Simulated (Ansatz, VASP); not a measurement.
**One calculation of HgTe, two programs**

```
CELL_PARAMETERS angstrom
0.00000 3.21450 3.21450
3.21450 0.00000 3.21450
3.21450 3.21450 0.00000
ATOMIC_POSITIONS crystal
Hg 0.00000 0.00000 0.00000
Te 0.75000 0.75000 0.75000
```

Alike in both runs: task single point; functional PBE; k mesh 7 × 7 × 7; occupations gaussian, width 0.018 eV; no spin polarisation.

```csv
,VASP,Ansatz
version,VASP 6.6.1,Ansatz 0.2.0
potentials or method,"VASP PAW PBE potentials, release 64 (Hg, Te), cutoff 520 eV","all-electron LAPW, scalar-relativistic"
```

```csv
,VASP,Ansatz,Ansatz less VASP
gap on the k mesh at the Fermi level (eV),none,none,-
pressure (GPa),4.6,4.6,-0.07
```

A gap of «none» marks a metal or a gap that the smearing closes. Ansatz ran all-electron here, and VASP with PAW potentials.

Neither program's run includes spin-orbit coupling.
